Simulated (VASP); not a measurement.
# BAs (F-43m) in VASP: further runs

BAs is run at these levels: RPBE; tasks: single point.

Everything below comes from runs of VASP 6.6.1. Logs are shortened: lines on timing, memory, paths and dates and some standing lists are left out, and cuts for length are marked.

## (1) The cell of the first run

It takes space group F-43m (No. 216, cubic). The conventional cell has a = 4.841 Å, b = 4.841 Å, c = 4.841 Å, α = 90.00°, β = 90.00°, γ = 90.00°. Within 2.8 Å of B (site symmetry -43m) lie 4 As at 2.10 Å. As (site symmetry -43m) has 4 B at 2.10 Å within 2.8 Å.

## (2) Single point, RPBE

INCAR

```
SYSTEM = BAs
  PREC = Accurate
  ENCUT = 500
  EDIFF = 1E-6
  ISMEAR = 0
  SIGMA = 0.05
  LREAL = .FALSE.
  LASPH = .TRUE.
  NELM = 120
  ALGO = Normal
  ISIF = 2
  LWAVE = .FALSE.
  LCHARG = .FALSE.
  GGA = RP
  NBANDS = 11
  GGA_COMPAT = .FALSE.
```

KPOINTS

```
Automatic mesh
0
G
  8 8 8
  0 0 0
```

POSCAR

```
BAs
1.0
    0.0000000000      2.4206519882      2.4206519882
    2.4206519882      0.0000000000      2.4206519882
    2.4206519882      2.4206519882      0.0000000000
B As
1 1
Direct
    0.0000000000      0.0000000000      0.0000000000
    0.7500000000      0.7500000000      0.7500000000
```

Potentials or basis: VASP PAW PBE potentials, release 64 (B, As).

Command:

```
$ cat potpaw_PBE.64/B/POTCAR potpaw_PBE.64/As/POTCAR > POTCAR
$ mpirun -np 1 vasp_std > vasp.out
```

OUTCAR:

```text
SYSTEM = BAs
   PREC = Accurate
   ENCUT = 500
   EDIFF = 1E-6
   ISMEAR = 0
   LREAL = .FALSE.
   LASPH = .TRUE.
   NELM = 120
   ISIF = 2
   GGA = RP

 ion  position               nearest neighbor table
   1  0.000  0.000  0.000-   2 2.10   2 2.10   2 2.10   2 2.10
   2  0.750  0.750  0.750-   1 2.10   1 2.10   1 2.10   1 2.10

  LATTYP: Found a face centered cubic cell.
 ALAT       =     4.8413039764

  Lattice vectors:

 A1 = (   0.0000000000,   2.4206519882,   2.4206519882)
 A2 = (   2.4206519882,   0.0000000000,   2.4206519882)
 A3 = (   2.4206519882,   2.4206519882,   0.0000000000)

Analysis of symmetry for initial positions (statically):
=====================================================================
 Subroutine PRICEL returns:
 Original cell was already a primitive cell.

 Routine SETGRP: Setting up the symmetry group for a
 face centered cubic supercell.

 Subroutine GETGRP returns: Found 24 space group operations
 (whereof 24 operations were pure point group operations)
 out of a pool of 48 trial point group operations.

The static configuration has the point symmetry T_d .

Analysis of symmetry for dynamics (positions and initial velocities):
=====================================================================
 Subroutine PRICEL returns:
 Original cell was already a primitive cell.

 Routine SETGRP: Setting up the symmetry group for a
 face centered cubic supercell.

 Subroutine GETGRP returns: Found 24 space group operations
 (whereof 24 operations were pure point group operations)
 out of a pool of 48 trial point group operations.

The dynamic configuration has the point symmetry T_d .

 Subroutine INISYM returns: Found 24 space group operations
 (whereof 24 operations are pure point group operations),
 and found     1 'primitive' translations

----------------------------------------------------------------------------------------

                                     Primitive cell

  volume of cell :      28.3679

  direct lattice vectors                    reciprocal lattice vectors
     0.000000000  2.420651988  2.420651988    -0.206555921  0.206555921  0.206555921
     2.420651988  0.000000000  2.420651988     0.206555921 -0.206555921  0.206555921
     2.420651988  2.420651988  0.000000000     0.206555921  0.206555921 -0.206555921

  length of vectors
     3.423318871  3.423318871  3.423318871     0.357765349  0.357765349  0.357765349

  position of ions in fractional coordinates (direct lattice)
     0.000000000  0.000000000  0.000000000
     0.750000000  0.750000000  0.750000000

  ion indices of the primitive-cell ions
   primitive index   ion index
                 1           1
                 2           2

----------------------------------------------------------------------------------------

 KPOINTS: Automatic mesh

Automatic generation of k-mesh.
 Grid dimensions read from file:
 generate k-points for:    8    8    8

 Generating k-lattice:

  Cartesian coordinates                     Fractional coordinates (reciprocal lattice)
    -0.025819490  0.025819490  0.025819490     0.125000000  0.000000000  0.000000000
     0.025819490 -0.025819490  0.025819490     0.000000000  0.125000000  0.000000000
     0.025819490  0.025819490 -0.025819490     0.000000000  0.000000000  0.125000000

  Length of vectors
     0.044720669  0.044720669  0.044720669

  Shift w.r.t. Gamma in fractional coordinates (k-lattice)
     0.000000000  0.000000000  0.000000000

 Subroutine IBZKPT returns following result:
 ===========================================

 Found     29 irreducible k-points:

 Following reciprocal coordinates:
            Coordinates               Weight
  0.000000  0.000000  0.000000      1.000000
  0.125000  0.000000  0.000000      8.000000
  0.250000  0.000000  0.000000      8.000000
  0.375000  0.000000  0.000000      8.000000
  0.500000  0.000000  0.000000      4.000000
  0.125000  0.125000  0.000000      6.000000
[... 16 lines left out ...]
  0.500000  0.250000  0.125000     48.000000
 -0.375000  0.250000  0.125000     24.000000
 [... further k-points ...]
   k-points           NKPTS =     29   k-points in BZ     NKDIM =     29   number of bands    NBANDS=     11
   number of dos      NEDOS =    301   number of ions     NIONS =      2
   total plane-waves  NPLWV =  21952
   dimension x,y,z NGX =    28 NGY =   28 NGZ =   28
   dimension x,y,z NGXF=    56 NGYF=   56 NGZF=   56
   ions per type =               1   1
   NGX,Y,Z   is equivalent  to a cutoff of  13.60, 13.60, 13.60 a.u.
   NGXF,Y,Z  is equivalent  to a cutoff of  27.20, 27.20, 27.20 a.u.
 SYSTEM =  BAs
   PREC   = accura    normal or accurate (medium, high low for compatibility)
   ISTART =      0    job   : 0-new  1-cont  2-samecut
   ICHARG =      2    charge: 1-file 2-atom 10-const
   ISPIN  =      1    spin polarized calculation?
   LNONCOLLINEAR =      F non collinear calculations
   LSORBIT =      F    spin-orbit coupling
   LASPH  =      T    aspherical Exc in radial PAW
   ENCUT  =  500.0 eV  36.75 Ry    6.06 a.u.   6.24  6.24  6.24*2*pi/ulx,y,z
   NELM   =    120;   NELMIN=  2; NELMDL= -5     # of ELM steps
   EDIFF  = 0.1E-05   stopping-criterion for ELM
   LREAL  =      F    real-space projection
   EDIFFG = 0.1E-04   stopping-criterion for IOM
   NSW    =      0    number of steps for IOM
   IBRION =     -1    ionic relax: 0-MD 1-quasi-New 2-CG
   NFREE  =      0    steps in history (QN), initial steepest desc. (CG)
   ISIF   =      2    stress and relaxation
   ISYM   =      2    0-nonsym 1-usesym 2-fastsym
   POTIM  = 0.5000    time-step for ionic-motion
   TEBEG  =    0.0;   TEEND  =   0.0 temperature during run
   PSTRESS=    0.0 pullay stress
   NELECT =       8.0000    total number of electrons
   NUPDOWN=      -1.0000    fix difference up-down
   EMIN   =  10.00;   EMAX   =-10.00  energy-range for DOS
   EFERMI =   0.00;   METHOD = LEGACY
   ISMEAR =     0;   SIGMA  =   0.05  broadening in eV -4-tet -1-fermi 0-gaus
   EFERMI_NEDOS =   21; number of points for ismear=-14 and -15
   IALGO  =     38    algorithm
   IMIX   =      4    mixing-type and parameters
     AMIX     =   0.40;   BMIX     =  1.00
     AMIX_MAG =   1.60;   BMIX_MAG =  1.00
  volume/ion in A,a.u.               =      14.18        95.72
  Fermi-wavevector in a.u.,A,eV,Ry     =   1.073567  2.028747 15.681341  1.152546
  Thomas-Fermi vector in A             =   2.209370
   LORBIT       =      0    0 simple, 1 ext, 2 COOP (PROOUT), +10 PAW based schemes
   GGA     = RP    functional components
   LHFCALC =     F    Hartree Fock is set to
   AEXX    =    0.0000 exact exchange contribution
   IVDW    =     0    specifies the selected vdW correction
   LEPSILON=     F    determine dielectric tensor
   LRPA    =     F    only Hartree local field effects (RPA)
 non-spin polarized calculation
 Gauss-broadening in eV      SIGMA  =   0.05
  energy-cutoff  :      500.00
  volume of cell :       28.37
 maximum number of plane-waves:       730
 NGX is ok and might be reduce to    28
   NGX = 13   NGY = 13   NGZ = 13

 number of electron       8.0000000 magnetization

 Free energy of the ion-electron system (eV)
  ---------------------------------------------------
  ext. energy  EPLUGINS =         0.00000000
  ---------------------------------------------------
  free energy    TOTEN  =       -10.74680517 eV

  energy without entropy =      -10.74680517  energy(sigma->0) =      -10.74680517

 E-fermi :   6.0636     XC(G=0): -10.3203

 val. band max:        5.7965058083   @ k =   0.0000   0.0000   0.0000
 cond. band min:       7.0593561088   @ k =   0.3750   0.3750   0.0000
 fundamental gap:      1.2628503005
 Fermi energy:         6.0635962940

 k-point     1 :       0.0000    0.0000    0.0000
  band No.  band energies     occupation
      1      -9.2475      2.00000
      2       5.7965      2.00000
      3       5.7965      2.00000
      4       5.7965      2.00000
      5       9.0242      0.00000
      6       9.0242      0.00000
      7       9.0242      0.00000
      8      10.0051      0.00000
      9      15.3485      0.00000
     10      18.5239      0.00000
     11      18.5239      0.00000

 k-point     2 :       0.1250    0.0000    0.0000
  band No.  band energies     occupation
      1      -9.0007      2.00000
      2       3.8636      2.00000
      3       5.3764      2.00000
      4       5.3764      2.00000
      5       9.0467      0.00000
      6       9.5795      0.00000
      7       9.5795      0.00000
      8      11.4030      0.00000
      9      16.2486      0.00000
     10      17.2879      0.00000
     11      17.2879      0.00000

 k-point     3 :       0.2500    0.0000    0.0000
  band No.  band energies     occupation
      1      -8.2840      2.00000
      2       0.9764      2.00000
      3       4.6903      2.00000
      4       4.6903      2.00000
      5       8.6750      0.00000
      6      10.3658      0.00000
      7      10.3658      0.00000
      8      13.4689      0.00000
      9      16.9110      0.00000
     10      16.9110      0.00000
     11      17.0112      0.00000

 k-point     4 :       0.3750    0.0000    0.0000
  band No.  band energies     occupation
      1      -7.2283      2.00000
      2      -1.5095      2.00000
      3       4.2061      2.00000
      4       4.2061      2.00000
      5       8.3813      0.00000
      6      10.5701      0.00000
      7      10.5701      0.00000
      8      14.5811      0.00000
      9      17.4636      0.00000
     10      18.2953      0.00000
     11      18.2953      0.00000
[... 239 lines left out ...]
 k-point    22 :       0.3750    0.2500    0.1250
  band No.  band energies     occupation
      1      -7.6572      2.00000
      2       0.6708      2.00000
      3       2.2341      2.00000
      4       3.8454      2.00000
      5       9.0087      0.00000
      6      10.7896      0.00000
      7      11.7341      0.00000
      8      12.8014      0.00000
      9      16.3439      0.00000
     10      18.9552      0.00000
     11      19.6968      0.00000

 k-point    23 :       0.5000    0.2500    0.1250
  band No.  band energies     occupation
      1      -6.6395      2.00000
      2      -1.2042      2.00000
      3       1.5148      2.00000
      4       3.1695      2.00000
      5       9.6049      0.00000
      6      10.7421      0.00000
      7      12.2159      0.00000
      8      13.6834      0.00000
      9      17.0633      0.00000
     10      18.8973      0.00000
     11      21.0204      0.00000

 k-point    24 :      -0.3750    0.2500    0.1250
  band No.  band energies     occupation
      1      -5.9635      2.00000
      2      -2.2641      2.00000
      3       1.3839      2.00000
      4       2.8531      2.00000
      5       9.7123      0.00000
      6      10.4814      0.00000
      7      13.0685      0.00000
      8      14.6206      0.00000
      9      16.0500      0.00000
     10      19.7537      0.00000
     11      20.8442      0.00000

 [... further k-points ...]

------------------------ aborting loop because EDIFF is reached ----------------------------------------

  FORCE on cell =-STRESS in cart. coord.  units (eV):
  Direction    XX          YY          ZZ          XY          YZ          ZX
  --------------------------------------------------------------------------------------
  -------------------------------------------------------------------------------------
  Total        0.0816708      0.0816708      0.0816708      0.0000000      0.0000000      0.0000000
  in kB        4.6126484      4.6126484      4.6126484      0.0000000      0.0000000      0.0000000
  external PRESSURE =       4.6126484 kB  Pullay stress =       0.0000000 kB

 VOLUME and BASIS-vectors are now :
 -----------------------------------------------------------------------------
  energy-cutoff  :      500.00
  volume of cell :       28.37
      direct lattice vectors                 reciprocal lattice vectors
     0.000000000  2.420651988  2.420651988    -0.206555921  0.206555921  0.206555921
     2.420651988  0.000000000  2.420651988     0.206555921 -0.206555921  0.206555921
     2.420651988  2.420651988  0.000000000     0.206555921  0.206555921 -0.206555921

 POSITION                                       TOTAL-FORCE (eV/Angst)
 -----------------------------------------------------------------------------------
      0.00000      0.00000      0.00000        -0.000000      0.000000     -0.000000
      3.63098      3.63098      3.63098         0.000000     -0.000000      0.000000
 -----------------------------------------------------------------------------------
    total drift:                                0.000000      0.000000      0.000000

  FREE ENERGIE OF THE ION-ELECTRON SYSTEM (eV)
  ---------------------------------------------------
  free  energy   TOTEN  =       -10.7468051668 eV

  energy  without entropy=      -10.7468051668  energy(sigma->0) =      -10.74680517
```

Run time: 16 s. Hardware: 1 thread of Intel Xeon 8259CL, shared host; peak memory 0.15 GiB.

What came out:

| Item | Value |
| --- | --- |
| Free energy | -10.7468 eV |
| Pressure | 0.5 GPa |
| Band gap on the k mesh | 1.26 eV, indirect (least direct gap 3.23 eV) |

Levels at points of the mesh, in eV from the valence-band top:
```csv
k point,band 1,band 2,band 3,band 4,band 5,band 6,band 7,band 8,band 9
"(0.00, 0.00, 0.00)",-15.04,0.00,0.00,0.00,3.23,3.23,3.23,4.21,9.55
"(0.50, 0.00, 0.00)",-12.31,-8.51,-1.76,-1.76,2.48,4.74,4.74,8.89,12.58
"(0.50, 0.50, 0.00)",-11.04,-8.35,-3.92,-3.92,1.50,1.54,11.05,11.05,12.65
```

Caveat: the PAW data sets were made with another functional, which shifts forces and pressure a little. A k mesh can miss the band edges.

[end of part 1 of 2]
